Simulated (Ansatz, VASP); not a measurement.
One calculation of TaSi2, two programs

```
Si Ta
1.0
     4.80564    0.00000    0.00000
     0.00000    6.59717    0.00000
     0.00000    0.00000   26.82405
Si Ta
18 9
Cartesian
  0.0000 4.3981 7.5817
  2.4028 4.3981 8.9314
  1.3107 2.2515 9.5797
  3.4950 -0.0524 9.5797
  1.2456 0.0231 10.9825
  3.5600 2.1760 10.9825
  2.4028 4.3981 11.6388
  0.0000 4.3981 13.1795
  3.6529 2.1920 13.8258
  1.1527 0.0071 13.8258
  3.6675 -0.0173 15.1632
  1.1382 2.2164 15.1632
  0.0000 4.3981 15.8631
  2.4028 4.3981 17.4780
  1.1949 2.1418 18.1279
  3.6108 0.0572 18.1279
  1.3823 -0.1456 19.2389
  3.4233 2.3447 19.2389
  1.0850 0.0249 8.3457
  3.7206 2.1742 8.3457
  0.0000 4.3981 10.3661
  3.6057 -0.0099 12.4131
  1.2000 2.2090 12.4131
  2.4028 4.3981 14.5138
  1.2279 0.0304 16.5526
  3.5777 2.1686 16.5526
  0.0000 4.3981 18.5410
```

Alike in both runs: functional PBE; k mesh 7 × 6 × 1; occupations gaussian, width 0.1 eV; no spin polarisation.

Ansatz relaxed the structure, and its values are those at the end. VASP's run is a single point on that final structure, the one shown.

|  | VASP | Ansatz |
| --- | --- | --- |
| version | VASP 6.6.1 | Ansatz 0.2.0 |
| potentials or method | VASP PAW PBE potentials, release 64 (Si, Ta_pv), cutoff 400 eV | scalar-relativistic, plane waves, PAW |
| valence electrons in the cell | 171 | 189 |

Ansatz gave:

```
gap on the k mesh at the Fermi level (eV)  : none
rms of the force components (eV/Å)         : 0.005
work function, face that differs most (eV) : 4.65
```

Task: Estimate VASP's values.

Result: gap on the k mesh at the Fermi level (eV): none; rms of the force components (eV/Å): 0.004; work function, face that differs most (eV): 4.65.

A gap of «none» marks a metal or a gap that the smearing closes. With one functional, cell and mesh, what is left measures potentials, basis and numerics. VASP's potentials hold 171 valence electrons a cell and Ansatz's 189, so a difference there can come from the potentials and not from the codes. Ansatz's warnings: xc potential rough in thin density.

Spin-orbit coupling is off throughout.
